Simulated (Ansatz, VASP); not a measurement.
## Two plane-wave programs on LiCl

```
Li Cl
1.0
     3.88573    0.00000    0.00000
    -1.94287    3.36514    0.00000
     0.00000    0.00000    6.22586
Li Cl
2 2
Direct
  0.66667 0.33333 0.87779
  0.33333 0.66667 0.37779
  0.66667 0.33333 0.49721
  0.33333 0.66667 0.99721
```

Alike in both runs: task single point; functional PBE; k mesh 6 × 6 × 4; no spin polarisation.

```csv
,VASP,Ansatz
version,VASP 6.6.1,Ansatz 0.2.0
potentials or method,"VASP PAW PBE potentials, release 64 (Li_sv, Cl)","plane waves, PAW"
plane-wave cutoff (eV),520,420
occupations,"gaussian, width 0.01 eV",fixed
valence electrons in the cell,20,20
```

Ansatz gave:

```
gap on the k mesh at the Fermi level (eV) : 6.04
```

Task: Which values does VASP return?

Result: gap on the k mesh at the Fermi level (eV): 6.05.

Noted on VASP's run: the cutoff is short for stress, so the pressure is rough.
